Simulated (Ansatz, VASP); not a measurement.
## Sb: VASP beside Ansatz

```xyz
1
Lattice="0.0000 2.3050 2.2589 2.3050 0.0000 2.2589 2.3050 2.3050 0.0000" Properties=species:S:1:pos:R:3 pbc="T T T"
Sb    0.0000    0.0000    0.0000
```

Change from the starting cell: zz strain of -2 %.

Alike in both runs: task single point; functional PBE; k mesh 12 × 12 × 12; occupations fermi-dirac, width 0.05 eV; no spin polarisation.

|  | VASP | Ansatz |
| --- | --- | --- |
| version | VASP 6.6.1 | Ansatz 0.2.0 |
| potentials or method | VASP PAW PBE potentials, release 64 (Sb), cutoff 520 eV | all-electron LAPW, scalar-relativistic |

|  | VASP | Ansatz | Ansatz less VASP |
| --- | --- | --- | --- |
| pressure (GPa) | 10.7 | 10.8 | +0.13 |

Ansatz ran all-electron here, and VASP with PAW potentials.

Neither program's run includes spin-orbit coupling.
